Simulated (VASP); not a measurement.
A run of VASP 6.6.1 is set up as follows.

The input INCAR:

```
  PREC = Accurate
  ENCUT = 500
  EDIFF = 1E-6
  ISMEAR = -1
  SIGMA = 0.03
  LREAL = F
  LASPH = T
  NELM = 120
  ALGO = Normal
  ISIF = 2
  LWAVE = F
  LCHARG = F
  GGA = PS
  NBANDS = 15
  GGA_COMPAT = F
```

The input KPOINTS:

```
Automatic mesh
0
Gamma
  7 7 7
```

POSCAR

```
SrTe
1.0
    0.0000000000      2.9069557770      2.9069557770
    2.9069557770      0.0000000000      2.9069557770
    2.9069557770      2.9069557770      0.0000000000
Sr Te
1 1
Direct
    0.0000000000      0.0000000000      0.0000000000
    0.5000000000      0.5000000000      0.5000000000
```

Potentials or basis: VASP PAW PBE potentials, release 64 (Sr_sv, Te).

Run with:

```bash
$ cat potpaw_PBE.64/Sr_sv/POTCAR potpaw_PBE.64/Te/POTCAR > POTCAR
$ mpirun -np 1 vasp_std > vasp.out
```

Estimate the band gap on the k mesh.

0.04 eV, indirect (least direct gap 1.03 eV).

Predict the pressure.

30.9 GPa.

Caveat: the PAW data sets were made with another functional, which shifts forces and pressure a little; spin-orbit coupling is left out, which moves the levels of the heavy elements. A k mesh can miss the band edges.
